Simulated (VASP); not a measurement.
Mo, 1 atom in the cell. The structure is cubic, space group Fm-3m (No. 225). The conventional cell has a = 4.107 Å, b = 4.107 Å, c = 4.107 Å, α = 90.00°, β = 90.00°, γ = 90.00°. Mo (site symmetry m-3m) has 12 Mo at 2.90 Å within 3.8 Å.  This cell differs from its parent crystal: volume scaled by 1.08.

* Program: VASP 6.6.1
* Task: single point
* Functional: PBE
* Potentials or basis: VASP PAW PBE potentials, release 64 (Mo_sv)
* Cutoff: 520 eV
* k mesh: 15 × 15 × 15
* Occupations: fermi-dirac, width 0.1 eV
* Spin: no spin polarisation
* Dipole correction: no
* Further INCAR settings: ALGO = Normal; EDIFF = 1e-06; NBANDS = 13

Potentials or basis: VASP PAW PBE potentials, release 64 (Mo_sv).

Launch:

```console
$ cat potpaw_PBE.64/Mo_sv/POTCAR > POTCAR
$ mpirun -np 1 vasp_std > vasp.out
```

Hardware: 1 thread of Intel Xeon 8259CL, on a shared host.

Task: How long does it take, and how much memory?

Result: It took 31 s on 1 thread of Intel Xeon 8259CL (shared host), peak memory 0.15 GiB. Counts: scf iterations 11, k points 120.
